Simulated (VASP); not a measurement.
Runs of VASP 6.6.1 on Ni. The structure is that of space group P6_3/mmc (No. 194), or close to it. The cells are those of the table. 

```csv
spin,cell,gap on the mesh (eV),pressure (GPa),moment (μB)
"collinear, ferromagnetic start","a = 2.449, b = 2.449, c = 4.015 Å, angles 90.0, 90.0, 120.0°, 2 atoms",none,0.0,1.20
"collinear, ferromagnetic start","a = 2.273, b = 2.273, c = 3.728 Å, angles 90.0, 90.0, 120.0°, 2 atoms",none,85.6,1.08
"collinear, ferromagnetic start","a = 2.064, b = 2.064, c = 3.392 Å, angles 90.0, 90.0, 120.0°, 2 atoms",none,(a),0.73
"collinear, antiferromagnetic start","a = 2.064, b = 2.064, c = 3.392 Å, angles 90.0, 90.0, 120.0°, 2 atoms",none,(c),0.00
"collinear, ferromagnetic start","a = 2.365, b = 2.365, c = 3.877 Å, angles 90.0, 90.0, 120.0°, 2 atoms",none,(b),1.15
```

Alike in all rows: task single point; level PBEsol; potentials or basis VASP PAW PBE potentials, release 64 (Ni); k mesh 18 × 18 × 10; cutoff (eV) 520; smearing fermi-dirac 0.1 eV.

**Question.** Estimate the missing entries.

**Answer.** (a) 390.2; (b) 30.3; (c) 389.2.

Caveats: the PAW data sets were made with another functional, which shifts forces and pressure a little.

A gap of «none» marks levels without a gap at the run's occupations.
